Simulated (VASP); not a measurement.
Wanted: the native input for a VASP 6.6.1 run.

| Property | Result |
| --- | --- |
| Task | single point |
| Functional | r2SCAN |
| Potentials or basis | VASP PAW PBE potentials, release 64 (Zn, O) |
| Cutoff | 520 eV |
| k mesh | 10 × 10 × 10 |
| Occupations | gaussian, width 0.01 eV |
| Spin | no spin polarisation |
| Dipole correction | no |
| Further INCAR settings | ALGO = Normal; EDIFF = 1e-07; NBANDS = 16 |

ZnO:

```xyz
2
Lattice="-0.0354 2.0983 2.0983 2.0983 -0.0354 2.0983 2.0983 2.0983 -0.0354" Properties=species:S:1:pos:R:3 pbc="T T T"
Zn    0.0000    0.0000    0.0000
O     2.0806    2.0806    2.0806
```

This cell differs from its parent crystal: strain along [111] -2.5%.

The input as run:

POSCAR

```
ZnO
1.0
   -0.0354205886      2.0983498077      2.0983498077
    2.0983498077     -0.0354205886      2.0983498077
    2.0983498077      2.0983498077     -0.0354205886
Zn O
1 1
Direct
    0.0000000000      0.0000000000      0.0000000000
    0.5000000000      0.5000000000      0.5000000000
```

INCAR.step1

```
PREC = Accurate
ENCUT = 520
ISMEAR = 0
SIGMA = 0.01
LREAL = False
LASPH = True
NELM = 100
NBANDS = 16
GGA = PE
ALGO = Normal
EDIFF = 1E-4
LWAVE = True
LCHARG = False
```

INCAR.step2

```
PREC = Accurate
ENCUT = 520
EDIFF = 1E-7
ISMEAR = 0
SIGMA = 0.01
LREAL = False
LASPH = True
NELM = 100
ALGO = Normal
ISIF = 2
LWAVE = False
LCHARG = False
METAGGA = R2SCAN
LMIXTAU = True
NBANDS = 16
ISTART = 1
```

KPOINTS

```
regular mesh
0
Gamma
  10 10 10
```

Potentials or basis: VASP PAW PBE potentials, release 64 (Zn, O).

Command:

```console
$ cat potpaw_PBE.64/Zn/POTCAR potpaw_PBE.64/O/POTCAR > POTCAR
$ cp INCAR.step1 INCAR
$ mpirun -np 1 vasp_std > vasp.out
$ cp INCAR.step2 INCAR
$ mpirun -np 1 vasp_std > vasp.out
```

It gave:

The pressure is 6.6 GPa. The band gap on the k mesh is 1.66 eV, indirect (least direct gap 3.07 eV).

Caveat: the cell differs from its parent crystal (strain along [111] -2.5%); the PAW data sets were made with another functional, which shifts forces and pressure a little.

Wall time 63 s on 1 thread of Intel(R) Xeon(R) 6975P-C (Granite Rapids), on a shared host, peak memory 0.17 GiB.
